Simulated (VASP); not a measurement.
## Se: single point with revPBE

The system is Se.

```xyz
3
Lattice="6.3715 0.0000 0.0000 -3.1858 5.5179 0.0000 0.0000 0.0000 4.9949" Properties=species:S:1:pos:R:3 pbc="T T T"
Se    2.6979    4.6729    0.0000
Se   -0.4879    0.8450    3.3299
Se    0.9758    0.0000    1.6650
```

| Quantity | Value |
| --- | --- |
| Program | VASP 6.6.1 |
| Task | single point |
| Functional | revPBE |
| Potentials or basis | VASP PAW PBE potentials, release 64 (Se) |
| Cutoff | 520 eV |
| k mesh | 7 × 7 × 6 |
| Occupations | fermi-dirac, width 0.05 eV |
| Spin | no spin polarisation |

* Pressure: 0.1 GPa
* Largest force: 0.027 eV/Å
* Band gap on the k mesh: 1.89 eV (least direct gap 2.00 eV)

Forces on the atoms (eV/Å):
```
Se  -0.013 -0.023  0.000
Se  -0.013  0.023  0.000
Se   0.027  0.000  0.000
```

Levels at points of the mesh, in eV from the valence-band top:
| k point | band 7 | band 8 | band 9 | band 10 | band 11 | band 12 |
| --- | --- | --- | --- | --- | --- | --- |
| (0.00, 0.00, 0.00) | -1.62 | -1.62 | -0.09 | 2.96 | 2.96 | 3.53 |
| (0.00, 0.00, 0.50) | -0.29 | -0.29 | -0.22 | 1.96 | 2.66 | 2.66 |

It took 92 s on 1 thread of AMD EPYC 9R14 (Zen 4), with other jobs on the host, peak memory 0.29 GiB.

Caveat: the PAW data sets were made with another functional, which shifts forces and pressure a little; this functional lacks dispersion, which binds layers or chains, so the pressure and a relaxed spacing across them are unreliable. As with any semilocal functional, this revPBE gap is likely too small.
